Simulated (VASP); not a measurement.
# O (R-3m) in VASP: notebook

Runs on O. Level: PBE. Tasks: single point.

All numbers are computed with VASP 6.6.1; they aren't measurements. Logs are shortened: lines on timing, memory, paths and dates and some standing lists are left out, and cuts for length are marked.

### Step 1. The cell of the first run

Symmetry: R-3m, No. 166, trigonal system. Conventional cell: a = 2.847 Å, b = 2.847 Å, c = 10.225 Å, α = 90.00°, β = 90.00°, γ = 120.00°. Within 1.6 Å of O (site symmetry 3m) lie 1 O at 1.18 Å.

### Step 2. Single point, PBE

File INCAR:

```
  PREC = Accurate
  ENCUT = 520
  EDIFF = 1E-6
  ISMEAR = 0
  SIGMA = 0.1
  LREAL = False
  LASPH = True
  NELM = 100
  ALGO = Normal
  ISIF = 2
  LWAVE = False
  LCHARG = True
  GGA = PE
  LELF = True
  LVHAR = True
  NBANDS = 13
```

File KPOINTS:

```
regular mesh
0
Gamma
  6 6 6
```

File POSCAR:

```
O
1.0
    1.4233490221      0.8217709410      3.4083000000
   -1.4233490221      0.8217709410      3.4083000000
    0.0000000000     -1.6435418821      3.4083000000
O
2
Direct
    0.0577000000      0.0577000000      0.0577000000
    0.9423000000      0.9423000000      0.9423000000
```

Potentials or basis: VASP PAW PBE potentials, release 64 (O).

Command:

```sh
$ cat potpaw_PBE.64/O/POTCAR > POTCAR
$ mpirun -np 1 vasp_std > vasp.out
```

OUTCAR:

```text
PREC = Accurate
   ENCUT = 520
   EDIFF = 1E-6
   ISMEAR = 0
   LREAL = False
   LASPH = True
   NELM = 100
   ISIF = 2
   GGA = PE

 ion  position               nearest neighbor table
   1  0.058  0.058  0.058-   2 1.18
   2  0.942  0.942  0.942-   1 1.18

  LATTYP: Found a trigonal (rhomboedric) cell.
 ALAT       =     3.7838788046
 COS(alpha) =     0.7170052526

  Lattice vectors:

 A1 = (   1.4233490221,   0.8217709410,   3.4083000000)
 A2 = (  -1.4233490221,   0.8217709410,   3.4083000000)
 A3 = (   0.0000000000,  -1.6435418821,   3.4083000000)

Analysis of symmetry for initial positions (statically):
=====================================================================
 Subroutine PRICEL returns:
 Original cell was already a primitive cell.

 Routine SETGRP: Setting up the symmetry group for a
 trigonal (rhombohedral) supercell.

 Subroutine GETGRP returns: Found 12 space group operations
 (whereof 12 operations were pure point group operations)
 out of a pool of 12 trial point group operations.

The static configuration has the point symmetry D_3d.

Analysis of symmetry for dynamics (positions and initial velocities):
=====================================================================
 Subroutine PRICEL returns:
 Original cell was already a primitive cell.

 Routine SETGRP: Setting up the symmetry group for a
 trigonal (rhombohedral) supercell.

 Subroutine GETGRP returns: Found 12 space group operations
 (whereof 12 operations were pure point group operations)
 out of a pool of 12 trial point group operations.

The dynamic configuration has the point symmetry D_3d.

 Subroutine INISYM returns: Found 12 space group operations
 (whereof 12 operations are pure point group operations),
 and found     1 'primitive' translations

----------------------------------------------------------------------------------------

                                     Primitive cell

  volume of cell :      23.9195

  direct lattice vectors                    reciprocal lattice vectors
     1.423349022  0.821770941  3.408300000     0.351284184  0.202814018  0.097800467
    -1.423349022  0.821770941  3.408300000    -0.351284184  0.202814018  0.097800467
     0.000000000 -1.643541882  3.408300000     0.000000000 -0.405628037  0.097800467

  length of vectors
     3.783878805  3.783878805  3.783878805     0.417251765  0.417251765  0.417251765

  position of ions in fractional coordinates (direct lattice)
     0.057700000  0.057700000  0.057700000
     0.942300000  0.942300000  0.942300000

  ion indices of the primitive-cell ions
   primitive index   ion index
                 1           1
                 2           2

----------------------------------------------------------------------------------------

 KPOINTS: regular mesh

Automatic generation of k-mesh.
 Grid dimensions read from file:
 generate k-points for:    6    6    6

 Generating k-lattice:

  Cartesian coordinates                     Fractional coordinates (reciprocal lattice)
     0.058547364  0.033802336  0.016300078     0.166666667 -0.000000000  0.000000000
    -0.058547364  0.033802336  0.016300078    -0.000000000  0.166666667  0.000000000
     0.000000000 -0.067604673  0.016300078     0.000000000  0.000000000  0.166666667

  Length of vectors
     0.069541961  0.069541961  0.069541961

  Shift w.r.t. Gamma in fractional coordinates (k-lattice)
     0.000000000  0.000000000  0.000000000

 Subroutine IBZKPT returns following result:
 ===========================================

 Found     32 irreducible k-points:

 Following reciprocal coordinates:
            Coordinates               Weight
  0.000000  0.000000  0.000000      1.000000
  0.166667  0.000000  0.000000      6.000000
  0.333333  0.000000  0.000000      6.000000
  0.500000  0.000000  0.000000      3.000000
  0.166667  0.166667  0.000000      6.000000
  0.333333  0.166667  0.000000     12.000000
[... 16 lines left out ...]
  0.500000  0.500000  0.166667      6.000000
 -0.333333  0.500000  0.166667     12.000000
 [... further k-points ...]
   k-points           NKPTS =     32   k-points in BZ     NKDIM =     32   number of bands    NBANDS=     13
   number of dos      NEDOS =    301   number of ions     NIONS =      2
   total plane-waves  NPLWV =  21952
   dimension x,y,z NGX =    28 NGY =   28 NGZ =   28
   dimension x,y,z NGXF=    56 NGYF=   56 NGZF=   56
   ions per type =               2
   NGX,Y,Z   is equivalent  to a cutoff of  12.30, 12.30, 12.30 a.u.
   NGXF,Y,Z  is equivalent  to a cutoff of  24.60, 24.60, 24.60 a.u.
 SYSTEM =  unknown system
   PREC   = accura    normal or accurate (medium, high low for compatibility)
   ISTART =      0    job   : 0-new  1-cont  2-samecut
   ICHARG =      2    charge: 1-file 2-atom 10-const
   ISPIN  =      1    spin polarized calculation?
   LNONCOLLINEAR =      F non collinear calculations
   LSORBIT =      F    spin-orbit coupling
   LASPH  =      T    aspherical Exc in radial PAW
   ENCUT  =  520.0 eV  38.22 Ry    6.18 a.u.   7.04  7.04  7.04*2*pi/ulx,y,z
   NELM   =    100;   NELMIN=  2; NELMDL= -5     # of ELM steps
   EDIFF  = 0.1E-05   stopping-criterion for ELM
   LREAL  =      F    real-space projection
[... 7 lines left out ...]
   TEBEG  =    0.0;   TEEND  =   0.0 temperature during run
   PSTRESS=    0.0 pullay stress
   NELECT =      12.0000    total number of electrons
   NUPDOWN=      -1.0000    fix difference up-down
   EMIN   =  10.00;   EMAX   =-10.00  energy-range for DOS
   EFERMI =   0.00;   METHOD = LEGACY
   ISMEAR =     0;   SIGMA  =   0.10  broadening in eV -4-tet -1-fermi 0-gaus
   EFERMI_NEDOS =   21; number of points for ismear=-14 and -15
   IALGO  =     38    algorithm
   IMIX   =      4    mixing-type and parameters
     AMIX     =   0.40;   BMIX     =  1.00
     AMIX_MAG =   1.60;   BMIX_MAG =  1.00
  volume/ion in A,a.u.               =      11.96        80.71
  Fermi-wavevector in a.u.,A,eV,Ry     =   1.300823  2.458199 23.022964  1.692140
  Thomas-Fermi vector in A             =   2.431997
   LORBIT       =      0    0 simple, 1 ext, 2 COOP (PROOUT), +10 PAW based schemes
   GGA     = PE    functional components
   LHFCALC =     F    Hartree Fock is set to
   AEXX    =    0.0000 exact exchange contribution
   IVDW    =     0    specifies the selected vdW correction
   LEPSILON=     F    determine dielectric tensor
   LRPA    =     F    only Hartree local field effects (RPA)
 non-spin polarized calculation
 Gauss-broadening in eV      SIGMA  =   0.10
  energy-cutoff  :      520.00
  volume of cell :       23.92
 maximum number of plane-waves:       654
   NGX = 15   NGY = 15   NGZ = 15

 number of electron      11.9999999 magnetization

 Free energy of the ion-electron system (eV)
  ---------------------------------------------------
  ext. energy  EPLUGINS =         0.00000000
  ---------------------------------------------------
  free energy    TOTEN  =        -9.30416307 eV

  energy without entropy =       -9.29694660  energy(sigma->0) =       -9.30055483

 E-fermi :   0.4603     XC(G=0):  -9.1962

 val. band max:        0.3281328858   @ k =   0.5000   0.1667   0.0000
 cond. band min:       0.4987691478   @ k =   0.5000   0.0000   0.0000
 fundamental gap:      0.1706362620
 Fermi energy:         0.4602529495

 k-point     1 :       0.0000    0.0000    0.0000
  band No.  band energies     occupation
      1     -27.7471      2.00000
      2     -13.4340      2.00000
      3      -8.7153      2.00000
      4      -6.1579      2.00000
      5      -6.1579      2.00000
      6       0.9877      0.00000
      7       0.9877      0.00000
      8       8.7254      0.00000
      9      12.1551      0.00000
     10      15.4594      0.00000
     11      19.1324      0.00000
     12      21.7496      0.00000
     13      21.7496      0.00000

 k-point     2 :       0.1667    0.0000    0.0000
  band No.  band energies     occupation
      1     -27.6611      2.00000
      2     -13.4015      2.00000
      3      -8.5722      2.00000
      4      -6.5834      2.00000
      5      -6.2560      2.00000
      6       0.6269      0.01840
      7       0.8621      0.00000
      8       9.5366      0.00000
      9      12.1343      0.00000
     10      15.5579      0.00000
     11      18.4713      0.00000
     12      20.2563      0.00000
     13      22.8766      0.00000

 k-point     3 :       0.3333    0.0000    0.0000
  band No.  band energies     occupation
      1     -27.4844      2.00000
      2     -13.3238      2.00000
      3      -8.3909      2.00000
      4      -7.2660      2.00000
      5      -6.4459      2.00000
      6      -0.0160      2.00000
      7       0.6176      0.02604
      8      10.8271      0.00000
      9      12.2896      0.00000
     10      15.2581      0.00000
     11      16.7791      0.00000
     12      20.0227      0.00000
     13      21.5983      0.00000
[... 305 lines left out ...]
 k-point    23 :       0.5000    0.5000    0.1667
  band No.  band energies     occupation
      1     -27.4459      2.00000
      2     -13.9163      2.00000
      3      -7.8258      2.00000
      4      -6.7298      2.00000
      5      -6.6248      2.00000
      6      -0.4098      2.00000
      7       1.0835      0.00000
      8       9.9625      0.00000
      9      12.0714      0.00000
     10      14.7363      0.00000
     11      16.0589      0.00000
     12      20.3750      0.00000
     13      22.8945      0.00000

 k-point    24 :      -0.3333    0.5000    0.1667
  band No.  band energies     occupation
      1     -27.3694      2.00000
      2     -13.6581      2.00000
      3      -8.0159      2.00000
      4      -7.0457      2.00000
      5      -6.7866      2.00000
      6      -0.6308      2.00000
      7       0.7235      0.00020
      8      10.5921      0.00000
      9      13.0021      0.00000
     10      14.5265      0.00000
     11      16.4367      0.00000
     12      19.5244      0.00000
     13      22.1011      0.00000

 [... further k-points ...]
[... 5 lines left out ...]
  --------------------------------------------------------------------------------------
  -------------------------------------------------------------------------------------
  Total       -0.9190113     -0.9190113      6.0023223      0.0000000     -0.0000000     -0.0000000
  in kB      -61.5573854    -61.5573854    402.0486831      0.0000000     -0.0000000     -0.0000000
  external PRESSURE =      92.9779708 kB  Pullay stress =       0.0000000 kB

 VOLUME and BASIS-vectors are now :
 -----------------------------------------------------------------------------
  energy-cutoff  :      520.00
  volume of cell :       23.92
      direct lattice vectors                 reciprocal lattice vectors
     1.423349022  0.821770941  3.408300000     0.351284184  0.202814018  0.097800467
    -1.423349022  0.821770941  3.408300000    -0.351284184  0.202814018  0.097800467
     0.000000000 -1.643541882  3.408300000     0.000000000 -0.405628037  0.097800467

 POSITION                                       TOTAL-FORCE (eV/Angst)
 -----------------------------------------------------------------------------------
      0.00000     -0.00000      0.58998         0.000000     -0.000000      4.313840
      0.00000     -0.00000      9.63492         0.000000      0.000000     -4.313840
 -----------------------------------------------------------------------------------
    total drift:                                0.000000     -0.000000      0.000000

  FREE ENERGIE OF THE ION-ELECTRON SYSTEM (eV)
  ---------------------------------------------------
  free  energy   TOTEN  =        -9.3041630673 eV

  energy  without entropy=       -9.2969465986  energy(sigma->0) =       -9.30055483
```

It took 20 s on 1 thread of AMD EPYC 7R13, shared host; peak memory 0.12 GiB.

Results:

```yaml
Free_energy: -9.3042 eV
Pressure: 9.3 GPa
Largest_force: 4.314 eV/Å
Band_gap_on_the_k_mesh: zero (band 6 reaches 1.23 eV, above the bottom of band 7 at 0.13 eV)
```

Forces on the atoms (eV/Å):
```
O    0.000  0.000  4.314
O    0.000  0.000 -4.314
```

Caveat: the k points lie up to 0.44 Å⁻¹ apart; the standard files for N, O and F lose accuracy on very short bonds; spin is off for a triplet molecule; forces of over 1 eV/Å act on the atoms, so gaps and moduli don't describe the material at rest.

### Step 3. Single point, PBE

File INCAR:

```
PREC = Accurate ; ENCUT = 520
EDIFF = 1E-6 ; ISMEAR = 1
SIGMA = 0.11 ; LREAL = False
LASPH = True ; NELM = 100
ALGO = Normal ; ISIF = 2
LWAVE = False ; LCHARG = True
GGA = PE ; LELF = True
LVHAR = True ; NBANDS = 13
```

File KPOINTS:

```
Automatic mesh
0
Gamma
  6 6 6
```

POSCAR is that of step 2.

Potentials or basis: VASP PAW PBE potentials, release 64 (O).

Command:

```sh
$ cat potpaw_PBE.64/O/POTCAR > POTCAR
$ mpirun -np 1 vasp_std > vasp.out
```

OUTCAR:

```text
PREC = Accurate
   ENCUT = 520
   EDIFF = 1E-6
   ISMEAR = 1
   LREAL = False
   LASPH = True
   NELM = 100
   ISIF = 2
   GGA = PE

 ion  position               nearest neighbor table
   1  0.058  0.058  0.058-   2 1.18
   2  0.942  0.942  0.942-   1 1.18

  LATTYP: Found a trigonal (rhomboedric) cell.
 ALAT       =     3.7838788046
 COS(alpha) =     0.7170052526

  Lattice vectors:

 A1 = (   1.4233490221,   0.8217709410,   3.4083000000)
 A2 = (  -1.4233490221,   0.8217709410,   3.4083000000)
[... 559 lines left out ...]
      7       0.7225     -0.00845
      8      10.5913      0.00000
      9      13.0018      0.00000
     10      14.5261      0.00000
     11      16.4361      0.00000
     12      19.5241      0.00000
     13      22.1009      0.00000

 [... further k-points ...]
[... 5 lines left out ...]
  --------------------------------------------------------------------------------------
  -------------------------------------------------------------------------------------
  Total       -0.9263243     -0.9263243      5.9959257      0.0000000     -0.0000000      0.0000000
  in kB      -62.0472296    -62.0472296    401.6202240      0.0000000     -0.0000000      0.0000000
  external PRESSURE =      92.5085882 kB  Pullay stress =       0.0000000 kB

 VOLUME and BASIS-vectors are now :
 -----------------------------------------------------------------------------
  energy-cutoff  :      520.00
  volume of cell :       23.92
      direct lattice vectors                 reciprocal lattice vectors
     1.423349022  0.821770941  3.408300000     0.351284184  0.202814018  0.097800467
    -1.423349022  0.821770941  3.408300000    -0.351284184  0.202814018  0.097800467
     0.000000000 -1.643541882  3.408300000     0.000000000 -0.405628037  0.097800467

 POSITION                                       TOTAL-FORCE (eV/Angst)
 -----------------------------------------------------------------------------------
      0.00000     -0.00000      0.58998         0.000000     -0.000000      4.314631
      0.00000     -0.00000      9.63492         0.000000      0.000000     -4.314631
 -----------------------------------------------------------------------------------
    total drift:                                0.000000     -0.000000      0.000000

  FREE ENERGIE OF THE ION-ELECTRON SYSTEM (eV)
  ---------------------------------------------------
  free  energy   TOTEN  =        -9.2999312698 eV

  energy  without entropy=       -9.3005626712  energy(sigma->0) =       -9.30014174
```

It took 28 s on 1 thread of AMD EPYC 7R13, shared host; peak memory 0.12 GiB.

Results:

```yaml
Free_energy: -9.2999 eV
Pressure: 9.3 GPa
Largest_force: 4.315 eV/Å
Band_gap_on_the_k_mesh: zero (band 6 reaches 1.23 eV, above the bottom of band 7 at 0.12 eV)
```

Forces in eV/Å, atoms in the order of the input:
```
O    0.000  0.000  4.315
O    0.000  0.000 -4.315
```

Stress tensor (GPa, compression positive):
```
-6.20  0.00  0.00
 0.00 -6.20  0.00
 0.00  0.00 40.16
```

Caveat: the k points lie up to 0.44 Å⁻¹ apart; the standard files for N, O and F lose accuracy on very short bonds; spin is off for a triplet molecule; forces of over 1 eV/Å act on the atoms, so gaps and moduli don't describe the material at rest.

### Step 4. Single point, PBE

This run uses another cell than the first one, of 9.32 Å³/atom, 0.779 times its volume.

File INCAR:

```
SYSTEM = O
PREC     = Accurate       ! precision mode
ENCUT    = 600            ! plane-wave cutoff, eV
EDIFF    = 1E-6           ! SCF threshold, eV
ISMEAR   = 1              ! smearing method
SIGMA    = 0.14           ! smearing width, eV
LREAL    = .FALSE.        ! projectors in reciprocal space
LASPH    = .TRUE.         ! aspherical terms in the spheres
NELM     = 120            ! most SCF steps
ALGO     = Normal         ! electronic algorithm
ISIF     = 2              ! what is computed and relaxed
LWAVE    = .FALSE.        ! write WAVECAR
LCHARG   = .FALSE.        ! write CHGCAR
GGA      = PE             ! functional
NBANDS   = 13             ! bands
NELECT   = 10.0         
GGA_COMPAT= .FALSE.
```

File KPOINTS:

```
regular mesh
0
G
  3 3 3
  0 0 0
```

File POSCAR:

```
O
1.0
    1.3096559686      0.7561302260      3.1360547333
   -1.3096559686      0.7561302260      3.1360547333
    0.0000000000     -1.5122604521      3.1360547333
O
2
Direct
    0.0577000000      0.0577000000      0.0577000000
    0.9423000000      0.9423000000      0.9423000000
```

Command:

```sh
$ cat potpaw_PBE.64/O/POTCAR > POTCAR
$ mpirun -np 1 vasp_std > vasp.out
```

Run time: 2.8 s. Hardware: 1 thread of AMD EPYC 9R45 (Zen 5), shared host; peak memory 0.11 GiB.

Results (log left out):

| Item | Value |
| --- | --- |
| Free energy | -10.3526 eV |
| Largest force | 0.205 eV/Å |

Forces on the atoms (eV/Å):
```
O    0.000  0.000 -0.205
O    0.000  0.000  0.205
```

Levels at points of the mesh, in eV from the Fermi level:
```tsv
k point	band 1	band 2	band 3	band 4	band 5	band 6	band 7	band 8	band 9	band 10
(0.00, 0.00, 0.00)	-24.62	-5.85	-2.34	-0.82	-0.82	8.22	8.22	20.64	22.46	28.09
```

Caveat: the k points lie up to 0.95 Å⁻¹ apart; the cell carries a net charge on a neutralising background, which shifts energy and pressure; the cell is charged against a uniform background, so pressure and absolute levels hang on convention; the standard files for N, O and F lose accuracy on very short bonds; spin is off for a triplet molecule.

### Step 5. Single point, PBE

File INCAR:

```
SYSTEM = O
PREC = Accurate
ENCUT = 600
EDIFF = 1E-6
ISMEAR = -4
SIGMA = 0.1
LREAL = .FALSE.
LASPH = .TRUE.
NELM = 120
ALGO = Normal
ISIF = 2
LWAVE = .FALSE.
LCHARG = .FALSE.
GGA = PE
NBANDS = 13
GGA_COMPAT = .FALSE.
```

KPOINTS is that of step 4.

File POSCAR:

```
O
1.0
    1.4233490221      0.8217709410      3.4083000000
   -1.4233490221      0.8217709410      3.4083000000
    0.0000000000     -1.6435418821      3.4083000000
O
2
Direct
    0.4307000000      0.8847000000      0.1057000000
    1.3153000000      1.7693000000      0.9903000000
```

Command:

```sh
$ cat potpaw_PBE.64/O/POTCAR > POTCAR
$ mpirun -np 1 vasp_std > vasp.out
```

It took 3 s on 1 thread of AMD EPYC 9R45 (Zen 5), shared host; peak memory 0.12 GiB.

It converged, with:

* Free energy: -9.1848 eV
* Pressure: 10.6 GPa
* Largest force: 4.238 eV/Å
* Band gap on the k mesh: zero (band 6 reaches 1.20 eV, above the bottom of band 7 at 0.15 eV)

Forces in eV/Å, atoms in the order of the input:
```
O    0.000  0.000  4.238
O    0.000  0.000 -4.238
```

Stress tensor (GPa, compression positive):
```
-4.17  0.00  0.00
 0.00 -4.17  0.00
 0.00  0.00 40.16
```

Levels at points of the mesh, in eV from the Fermi level:
```
           k point  band 2  band 3  band 4  band 5  band 6  band 7  band 8  band 9  band 10  band 11
(0.00, 0.00, 0.00)  -13.83   -9.11   -6.55   -6.55    0.60    0.60    8.32   11.76    15.04    18.73
```

Caveat: the k points lie up to 0.87 Å⁻¹ apart; the standard files for N, O and F lose accuracy on very short bonds; spin is off for a triplet molecule; forces of over 1 eV/Å act on the atoms, so gaps and moduli don't describe the material at rest.

### Step 6. Overview

| k mesh | cutoff (eV) | smearing | gap on the mesh (eV) | pressure (GPa) | largest force (eV/Å) |
| --- | --- | --- | --- | --- | --- |
| 6 × 6 × 6 | 520 | gaussian 0.1 eV | none | 9.3 | 4.31 |
| 6 × 6 × 6 | 520 | methfessel-paxton 0.11 eV | none | 9.3 | 4.31 |
| 3 × 3 × 3 | 600 | tetrahedron | none | 10.6 | 4.24 |

Alike in all rows: task single point; level PBE; potentials or basis VASP PAW PBE potentials, release 64 (O); no spin polarisation; cell as given.

Caveats: all runs use coarse meshes; the standard files for N, O and F lose accuracy on very short bonds; spin is off for a triplet molecule; forces of over 1 eV/Å act on the atoms, so gaps and moduli don't describe the material at rest.

Total energies depend on the potentials used, so only differences within one code and one set of settings carry meaning.
